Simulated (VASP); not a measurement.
# Si: single point with PBE

Si:

```
Si
1.0
     0.00000    2.72212    2.66768
     2.72212    0.00000    2.66768
     2.72212    2.72212    0.00000
Si
2
Direct
  0.00000 0.00000 0.00000
  0.25000 0.25000 0.25000
```

This cell differs from its parent crystal: uniaxial z strain -2.0%.

- Program: VASP 6.6.1
- Task: single point
- Functional: PBE
- Potentials or basis: VASP PAW PBE potentials, release 64 (Si)
- Cutoff: 520 eV
- k mesh: 4 × 4 × 4
- Occupations: gaussian, width 0.01 eV
- Spin: no spin polarisation
- Dipole correction: no
- Further INCAR settings: ALGO = Normal; EDIFF = 1e-06; NBANDS = 11

* Pressure: 3.9 GPa
* Band gap on the k mesh: 0.47 eV, indirect (least direct gap 2.41 eV)

Stress tensor (GPa, compression positive):
```
3.26 0.00 0.00
0.00 3.26 0.00
0.00 0.00 5.13
```

Levels at points of the mesh, in eV from the valence-band top:
```tsv
k point	band 1	band 2	band 3	band 4	band 5	band 6	band 7	band 8	band 9
(0.00, 0.00, 0.00)	-12.15	-0.14	-0.14	0.00	2.41	2.49	2.49	3.43	7.43
(0.50, 0.00, 0.00)	-9.78	-7.13	-1.40	-1.21	1.47	3.14	3.32	7.64	10.35
(0.50, 0.50, 0.00)	-7.87	-7.87	-3.09	-3.09	0.47	0.47	10.10	10.10	10.96
(0.50, 0.00, 0.50)	-7.99	-7.99	-2.93	-2.93	0.63	0.63	10.06	10.06	10.96
```

Wall time 3 s on 1 thread of Intel Xeon 6975P-C (shared host), peak memory 0.15 GiB.

Caveat: the k points lie up to 0.50 Å⁻¹ apart; the cell differs from its parent crystal (uniaxial z strain -2.0%). A k mesh can miss the band edges.
